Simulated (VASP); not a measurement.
Runs of VASP 6.6.1 on Ta. The structure is that of space group Pm-3m (No. 221), or close to it. The cells are those of the table. 

| cell | gap on the mesh (eV) | pressure (GPa) |
| --- | --- | --- |
| a = 2.850 Å, 1 atom | none | -8.0 |
| a = 2.778 Å, 1 atom | none | (a) |
| a = 2.885 Å, 1 atom | none | -11.2 |
| a = 2.702 Å, 1 atom | none | 13.7 |
| a = 2.815 Å, 1 atom | none | (b) |
| a = 2.662 Å, 1 atom | none | 22.6 |

Alike in all rows: task single point; level BLYP; potentials or basis VASP PAW PBE potentials, release 64 (Ta_pv); no spin polarisation; k mesh 13 × 13 × 13; cutoff (eV) 520; smearing fermi-dirac 0.1 eV.

**Question.** Fill in the values left out.

**Answer.** (a) 0.7; (b) -4.1.

Caveats: the PAW data sets were made with another functional, which shifts forces and pressure a little; spin-orbit coupling is left out, which moves the levels of the heavy elements.

A k mesh can miss the band edges, and the runs leave out spin-orbit coupling on Ta.

A gap of «none» marks levels without a gap at the run's occupations.
